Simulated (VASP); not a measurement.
Input of a VASP 6.6.1 run:

Contents of INCAR:

```
SYSTEM = Ga
PREC = Accurate ; ENCUT = 520
EDIFF = 1E-7 ; ISMEAR = -1
SIGMA = 0.08 ; LREAL = .FALSE.
LASPH = .TRUE. ; NELM = 60
ALGO = Normal ; ISIF = 2
LWAVE = .FALSE. ; LCHARG = .FALSE.
GGA = PE ; NBANDS = 20
```

Contents of KPOINTS:

```
regular mesh
0
G
  17 17 17
  0 0 0
```

File POSCAR:

```
Ga
1.0
   -2.3360186131      2.3360186131      1.2240433368
    2.3360186131     -2.3360186131      1.2240433368
    2.3360186131      2.3360186131     -1.2240433368
Ga
2
Direct
   -0.3750000000     -0.1250000000     -0.2500000000
    0.3750000000      0.1250000000      0.2500000000
```

Potentials or basis: VASP PAW PBE potentials, release 64 (Ga_d).

Launch:

```bash
$ cat potpaw_PBE.64/Ga_d/POTCAR > POTCAR
$ mpirun -np 1 vasp_std > vasp.out
```

Task: Estimate the band gap on the k mesh.

Result: Zero (bands 13 and 14 overlap by 9.77 eV).

Task: Estimate the pressure.

Result: 49.1 GPa.

Caveat: the cell stands under pressure.
